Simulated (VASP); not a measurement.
Wanted: the native input for a VASP 6.6.1 run.

- Task: single point
- Functional: PBE
- Dispersion: D3(BJ)
- Potentials or basis: VASP PAW PBE potentials, release 64 (Sn_d, O)
- Cutoff: 520 eV
- k mesh: 8 × 6 × 8
- Occupations: gaussian, width 0.05 eV
- Spin: no spin polarisation
- Dipole correction: no
- Further INCAR settings: ALGO = Normal; EDIFF = 1e-06; NBANDS = 28

The structure of SnO lies in POSCAR:

```
SnO
1.0
    3.1640828337     -0.1339294321      0.0000000000
   -0.2289457578      5.4088435269      0.0000000000
    0.0000000000      0.0000000000      3.9070816200
Sn O
2 2
Direct
    0.0000000000      0.2344934793      0.5273389918
    0.5000000000      0.7655065207      0.0273389918
    0.0000000000      0.8833967007      0.7226620082
    0.5000000000      0.1166032993      0.2226620082
```

These files were run (other wordings do the same):

INCAR

```
PREC = Accurate ; ENCUT = 520
EDIFF = 1E-6 ; ISMEAR = 0
SIGMA = 0.05 ; LREAL = F
LASPH = T ; NELM = 100
ALGO = Normal ; ISIF = 2
LWAVE = F ; LCHARG = F
GGA = PE ; IVDW = 12
NBANDS = 28
```

KPOINTS

```
Automatic mesh
0
Gamma
  8 6 8
```

Potentials or basis: VASP PAW PBE potentials, release 64 (Sn_d, O).

Run with:

```sh
$ cat potpaw_PBE.64/Sn_d/POTCAR potpaw_PBE.64/O/POTCAR > POTCAR
$ mpirun -np 1 vasp_std > vasp.out
```

Results of the run:

```json
{"Pressure": "14.2 GPa", "Largest force": "2.329 eV/Å", "Band gap on the k mesh": "1.12 eV (least direct gap 1.36 eV)", "Dispersion energy per atom": "-0.248 eV"}
```

Caveat: the cell stands under pressure; spin-orbit coupling is left out, which moves the levels of the heavy elements; forces of over 1 eV/Å act on the atoms, so gaps and moduli don't describe the material at rest.

Run time: 5.2 min on 1 thread of Intel Xeon 8259CL (shared host), peak memory 0.33 GiB.
